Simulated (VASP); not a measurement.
# Ge in VASP: notebook

Runs on Ge. Level: PBEsol. Tasks: single point.

Program: VASP 6.6.1. These are calculated values, not measurements. Logs are shortened: lines on timing, memory, paths and dates and some standing lists are left out, and cuts for length are marked.

## (1) The cell of the first run

Symmetry: Imma, No. 74, orthorhombic system. The conventional cell has a = 4.621 Å, b = 5.427 Å, c = 2.706 Å, α = 90.00°, β = 90.00°, γ = 90.00°. Ge (site symmetry mm2) has 8 Ge at 2.57 to 2.80 Å within 3.4 Å.

## (2) Single point, PBEsol (strained)

The input, INCAR:

```
PREC = Accurate
ENCUT = 520
EDIFF = 1E-6
ISMEAR = 0
SIGMA = 0.1
LREAL = F
LASPH = T
NELM = 100
ALGO = Normal
ISIF = 2
LWAVE = F
LCHARG = F
GGA = PS
NBANDS = 21
```

The input, KPOINTS:

```
regular mesh
0
Gamma
  16 16 16
```

The input, POSCAR:

```
Ge
1.0
   -2.3106274915      2.7133968582      1.3527562753
    2.3106274915     -2.7133968582      1.3527562753
    2.3106274915      2.7133968582     -1.3527562753
Ge
2
Direct
    0.2068205967      0.9568205967      0.2500000000
    0.7931794033      0.0431794033      0.7500000000
```

Potentials or basis: VASP PAW PBE potentials, release 64 (Ge_d).

Run with:

```sh
$ cat potpaw_PBE.64/Ge_d/POTCAR > POTCAR
$ mpirun -np 1 vasp_std > vasp.out
```

OUTCAR:

```text
PREC = Accurate
   ENCUT = 520
   EDIFF = 1E-6
   ISMEAR = 0
   LREAL = F
   LASPH = T
   NELM = 100
   ISIF = 2
   GGA = PS

 ion  position               nearest neighbor table
   1  0.207  0.957  0.250-   2 2.57   2 2.57   2 2.72   2 2.72   2 2.80   2 2.80
   2  0.793  0.043  0.750-   1 2.57   1 2.57   1 2.72   1 2.72   1 2.80   1 2.80

  LATTYP: Found a body centered orthorhombic cell.
 ALAT       =     2.7055125506
 B/A-ratio  =     1.7080885402
 C/A-ratio  =     2.0058283282

  Lattice vectors:

 A1 = (   2.3106274915,  -2.7133968582,   1.3527562753)
 A2 = (  -2.3106274915,  -2.7133968582,  -1.3527562753)
 A3 = (   2.3106274915,   2.7133968582,  -1.3527562753)

Analysis of symmetry for initial positions (statically):
=====================================================================
 Subroutine PRICEL returns:
 Original cell was already a primitive cell.

 Routine SETGRP: Setting up the symmetry group for a
 body centered orthorhombic supercell.

 Subroutine GETGRP returns: Found  8 space group operations
 (whereof  4 operations were pure point group operations)
 out of a pool of  8 trial point group operations.

The static configuration has the point symmetry C_2h.
 The point group associated with its full space group is D_2h.

Analysis of symmetry for dynamics (positions and initial velocities):
=====================================================================
 Subroutine PRICEL returns:
 Original cell was already a primitive cell.

 Routine SETGRP: Setting up the symmetry group for a
 body centered orthorhombic supercell.

 Subroutine GETGRP returns: Found  8 space group operations
 (whereof  4 operations were pure point group operations)
 out of a pool of  8 trial point group operations.

The dynamic configuration has the point symmetry C_2h.
 The point group associated with its full space group is D_2h.

 Subroutine INISYM returns: Found  8 space group operations
 (whereof  4 operations are pure point group operations),
 and found     1 'primitive' translations

----------------------------------------------------------------------------------------

                                     Primitive cell

  volume of cell :      33.9252

  direct lattice vectors                    reciprocal lattice vectors
    -2.310627492  2.713396858  1.352756275     0.000000000  0.184270870  0.369615731
     2.310627492 -2.713396858  1.352756275     0.216391436  0.000000000  0.369615731
     2.310627492  2.713396858 -1.352756275     0.216391436  0.184270870  0.000000000

  length of vectors
     3.812016718  3.812016718  3.812016718     0.413003078  0.428300178  0.284219997

  position of ions in fractional coordinates (direct lattice)
     0.206820597  0.956820597  0.250000000
     0.793179403  0.043179403  0.750000000

  ion indices of the primitive-cell ions
   primitive index   ion index
                 1           1
                 2           2

----------------------------------------------------------------------------------------

 KPOINTS: regular mesh

Automatic generation of k-mesh.
 Grid dimensions read from file:
 generate k-points for:   16   16   16

 Generating k-lattice:

  Cartesian coordinates                     Fractional coordinates (reciprocal lattice)
     0.000000000  0.011516929  0.023100983     0.062500000  0.000000000 -0.000000000
     0.013524465  0.000000000  0.023100983     0.000000000  0.062500000 -0.000000000
     0.013524465  0.011516929  0.000000000     0.000000000  0.000000000  0.062500000

  Length of vectors
     0.025812692  0.026768761  0.017763750

  Shift w.r.t. Gamma in fractional coordinates (k-lattice)
     0.000000000  0.000000000  0.000000000

 Subroutine IBZKPT returns following result:
 ===========================================

 Found    621 irreducible k-points:

 Following reciprocal coordinates:
            Coordinates               Weight
  0.000000  0.000000  0.000000      1.000000
  0.062500  0.000000 -0.000000      4.000000
  0.125000  0.000000 -0.000000      4.000000
  0.187500  0.000000 -0.000000      4.000000
  0.250000  0.000000 -0.000000      4.000000
  0.312500  0.000000 -0.000000      4.000000
[... 16 lines left out ...]
 -0.187500  0.062500 -0.000000      8.000000
 -0.125000  0.062500  0.000000      8.000000
 [... further k-points ...]
   k-points           NKPTS =    621   k-points in BZ     NKDIM =    621   number of bands    NBANDS=     21
   number of dos      NEDOS =    301   number of ions     NIONS =      2
   total plane-waves  NPLWV =  21952
   dimension x,y,z NGX =    28 NGY =   28 NGZ =   28
   dimension x,y,z NGXF=    56 NGYF=   56 NGZF=   56
   ions per type =               2
   NGX,Y,Z   is equivalent  to a cutoff of  12.21, 12.21, 12.21 a.u.
   NGXF,Y,Z  is equivalent  to a cutoff of  24.42, 24.42, 24.42 a.u.
 SYSTEM =  unknown system
   PREC   = accura    normal or accurate (medium, high low for compatibility)
   ISTART =      0    job   : 0-new  1-cont  2-samecut
   ICHARG =      2    charge: 1-file 2-atom 10-const
   ISPIN  =      1    spin polarized calculation?
   LNONCOLLINEAR =      F non collinear calculations
   LSORBIT =      F    spin-orbit coupling
   LASPH  =      T    aspherical Exc in radial PAW
   ENCUT  =  520.0 eV  38.22 Ry    6.18 a.u.   7.09  7.09  7.09*2*pi/ulx,y,z
   NELM   =    100;   NELMIN=  2; NELMDL= -5     # of ELM steps
   EDIFF  = 0.1E-05   stopping-criterion for ELM
   LREAL  =      F    real-space projection
   EDIFFG = 0.1E-04   stopping-criterion for IOM
   NSW    =      0    number of steps for IOM
   IBRION =     -1    ionic relax: 0-MD 1-quasi-New 2-CG
   NFREE  =      0    steps in history (QN), initial steepest desc. (CG)
   ISIF   =      2    stress and relaxation
   ISYM   =      2    0-nonsym 1-usesym 2-fastsym
   POTIM  = 0.5000    time-step for ionic-motion
   TEBEG  =    0.0;   TEEND  =   0.0 temperature during run
   PSTRESS=    0.0 pullay stress
   NELECT =      28.0000    total number of electrons
   NUPDOWN=      -1.0000    fix difference up-down
   EMIN   =  10.00;   EMAX   =-10.00  energy-range for DOS
   EFERMI =   0.00;   METHOD = LEGACY
   ISMEAR =     0;   SIGMA  =   0.10  broadening in eV -4-tet -1-fermi 0-gaus
   EFERMI_NEDOS =   21; number of points for ismear=-14 and -15
   IALGO  =     38    algorithm
   IMIX   =      4    mixing-type and parameters
     AMIX     =   0.40;   BMIX     =  1.00
     AMIX_MAG =   1.60;   BMIX_MAG =  1.00
  volume/ion in A,a.u.               =      16.96       114.47
  Fermi-wavevector in a.u.,A,eV,Ry     =   1.535630  2.901920 32.084706  2.358159
  Thomas-Fermi vector in A             =   2.642392
   LORBIT       =      0    0 simple, 1 ext, 2 COOP (PROOUT), +10 PAW based schemes
   GGA     = PS    functional components
   LHFCALC =     F    Hartree Fock is set to
   AEXX    =    0.0000 exact exchange contribution
   IVDW    =     0    specifies the selected vdW correction
   LEPSILON=     F    determine dielectric tensor
   LRPA    =     F    only Hartree local field effects (RPA)
 non-spin polarized calculation
 Gauss-broadening in eV      SIGMA  =   0.10
  energy-cutoff  :      520.00
  volume of cell :       33.93
 maximum number of plane-waves:       932
   NGX = 15   NGY = 15   NGZ = 15

 number of electron      27.9999976 magnetization

 Free energy of the ion-electron system (eV)
  ---------------------------------------------------
  ext. energy  EPLUGINS =         0.00000000
  ---------------------------------------------------
  free energy    TOTEN  =        -9.32540641 eV

  energy without entropy =       -9.32139384  energy(sigma->0) =       -9.32340013

 E-fermi :   7.7106     XC(G=0): -11.9172

 val. band max:        7.7080301067   @ k =  -0.1875  -0.1875   0.1250
 cond. band min:       7.7106479671   @ k =   0.2500   0.3750   0.0625
 fundamental gap:      0.0026178604
 Fermi energy:         7.7105939940

 k-point     1 :       0.0000    0.0000    0.0000
  band No.  band energies     occupation
      1     -17.0927      2.00000
      2     -17.0654      2.00000
      3     -17.0061      2.00000
      4     -17.0051      2.00000
      5     -16.9943      2.00000
      6     -16.8907      2.00000
[... 13 lines left out ...]
     20      18.5923      0.00000
     21      21.3419      0.00000

 k-point     2 :       0.0625    0.0000   -0.0000
  band No.  band energies     occupation
      1     -17.0887      2.00000
      2     -17.0563      2.00000
      3     -17.0033      2.00000
      4     -16.9987      2.00000
      5     -16.9956      2.00000
      6     -16.8934      2.00000
[... 13 lines left out ...]
     20      18.1305      0.00000
     21      20.4083      0.00000

 k-point     3 :       0.1250    0.0000   -0.0000
  band No.  band energies     occupation
      1     -17.0772      2.00000
      2     -17.0310      2.00000
      3     -16.9994      2.00000
      4     -16.9951      2.00000
      5     -16.9800      2.00000
      6     -16.9009      2.00000
[... 13 lines left out ...]
     20      18.3338      0.00000
     21      18.8976      0.00000

 k-point     4 :       0.1875    0.0000   -0.0000
  band No.  band energies     occupation
      1     -17.0595      2.00000
      2     -17.0038      2.00000
      3     -16.9942      2.00000
      4     -16.9828      2.00000
      5     -16.9512      2.00000
      6     -16.9107      2.00000
[... 13 lines left out ...]
     20      16.9533      0.00000
     21      20.1874      0.00000

 k-point     5 :       0.2500    0.0000   -0.0000
  band No.  band energies     occupation
      1     -17.0378      2.00000
      2     -17.0077      2.00000
      3     -16.9670      2.00000
      4     -16.9534      2.00000
      5     -16.9242      2.00000
      6     -16.9110      2.00000
[... 13 lines left out ...]
     20      15.8032      0.00000
     21      21.8564      0.00000
[... 382 lines left out ...]
     20      16.4724      0.00000
     21      22.2185      0.00000

 k-point    22 :      -0.2500    0.0625    0.0000
  band No.  band energies     occupation
      1     -17.0514      2.00000
      2     -17.0089      2.00000
      3     -16.9886      2.00000
      4     -16.9764      2.00000
      5     -16.9490      2.00000
      6     -16.9053      2.00000
[... 13 lines left out ...]
     20      17.5062      0.00000
     21      21.1905      0.00000

 k-point    23 :      -0.1875    0.0625   -0.0000
  band No.  band energies     occupation
      1     -17.0693      2.00000
      2     -17.0339      2.00000
      3     -16.9980      2.00000
      4     -16.9897      2.00000
      5     -16.9768      2.00000
      6     -16.8973      2.00000
[... 13 lines left out ...]
     20      18.8243      0.00000
     21      19.8512      0.00000

 k-point    24 :      -0.1250    0.0625    0.0000
  band No.  band energies     occupation
      1     -17.0829      2.00000
      2     -17.0576      2.00000
      3     -17.0016      2.00000
      4     -16.9993      2.00000
      5     -16.9901      2.00000
      6     -16.8913      2.00000
[... 13 lines left out ...]
     20      18.4645      0.00000
     21      20.5949      0.00000

 [... further k-points ...]
[... 5 lines left out ...]
  --------------------------------------------------------------------------------------
  -------------------------------------------------------------------------------------
  Total        3.6492730     -0.8976428      2.9324402      0.0000000      0.0000000      0.0000000
  in kB      172.3431911    -42.3927231    138.4895305      0.0000000      0.0000000      0.0000000
  external PRESSURE =      89.4799995 kB  Pullay stress =       0.0000000 kB

 VOLUME and BASIS-vectors are now :
 -----------------------------------------------------------------------------
  energy-cutoff  :      520.00
  volume of cell :       33.93
      direct lattice vectors                 reciprocal lattice vectors
    -2.310627492  2.713396858  1.352756275     0.000000000  0.184270870  0.369615731
     2.310627492 -2.713396858  1.352756275     0.216391436  0.000000000  0.369615731
     2.310627492  2.713396858 -1.352756275     0.216391436  0.184270870  0.000000000

 POSITION                                       TOTAL-FORCE (eV/Angst)
 -----------------------------------------------------------------------------------
      2.31063     -1.35670      1.23593        -0.000000      0.000000      0.092379
      0.00000      4.07010      0.11682         0.000000     -0.000000     -0.092379
 -----------------------------------------------------------------------------------
    total drift:                                0.000000      0.000000     -0.000000

  FREE ENERGIE OF THE ION-ELECTRON SYSTEM (eV)
  ---------------------------------------------------
  free  energy   TOTEN  =        -9.3254064107 eV

  energy  without entropy=       -9.3213938429  energy(sigma->0) =       -9.32340013
```

Wall time 2 min (1 thread of Intel Xeon 6975P-C (Granite Rapids), shared host); peak memory 0.43 GiB.

What came out:

| Item | Value |
| --- | --- |
| Free energy | -9.3254 eV |
| Pressure | 8.9 GPa |
| Largest force | 0.092 eV/Å |
| Band gap on the k mesh | zero (band 14 reaches 10.84 eV, above the bottom of band 15 at 4.25 eV) |

Forces on the atoms (eV/Å):
```
Ge   0.000  0.000  0.092
Ge   0.000  0.000 -0.092
```

Caveat: the cell differs from its parent crystal (strained); the PAW data sets were made with another functional, which shifts forces and pressure a little.

(Part 1 of 2 ends here.)
